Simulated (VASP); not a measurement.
TiTe2, 3 atoms in the cell. The structure is trigonal, space group P-3m1 (No. 164). Conventional cell: a = 3.779 Å, b = 3.779 Å, c = 6.457 Å, α = 90.00°, β = 90.00°, γ = 120.00°. Ti (site symmetry -3m) has 6 Te at 2.76 Å within 3.6 Å. Within 3.6 Å of Te (site symmetry 3m) lie 3 Ti at 2.76 Å.  This cell differs from its parent crystal: volume scaled by 0.98.

```yaml
Program: VASP 6.6.1
Task: single point
Functional: r2SCAN
Dispersion: rVV10
Potentials_or_basis: VASP PAW PBE potentials, release 64 (Ti_sv, Te)
Cutoff: 520 eV
k_mesh: 8 × 8 × 4
Occupations: gaussian, width 0.05 eV
Spin: no spin polarisation
Dipole_correction: no
Further_INCAR_settings: ALGO = Normal; EDIFF = 1e-06; NBANDS = 19
```

Potentials or basis: VASP PAW PBE potentials, release 64 (Ti_sv, Te).

Command:

```sh
$ cat potpaw_PBE.64/Ti_sv/POTCAR potpaw_PBE.64/Te/POTCAR > POTCAR
$ cp INCAR.step1 INCAR
$ mpirun -np 1 vasp_std > vasp.out
$ cp INCAR.step2 INCAR
$ mpirun -np 1 vasp_std > vasp.out
```

Hardware: 1 thread of Intel(R) Xeon(R) Platinum 8375C CPU @ 2.90GHz (Ice Lake) (shared host).

Question: How long does it take, and how much memory?

Answer: It took 3.5 min on 1 thread of Intel(R) Xeon(R) Platinum 8375C CPU @ 2.90GHz (Ice Lake), with other jobs on the host, peak memory 0.37 GiB. Counts: k points 35.
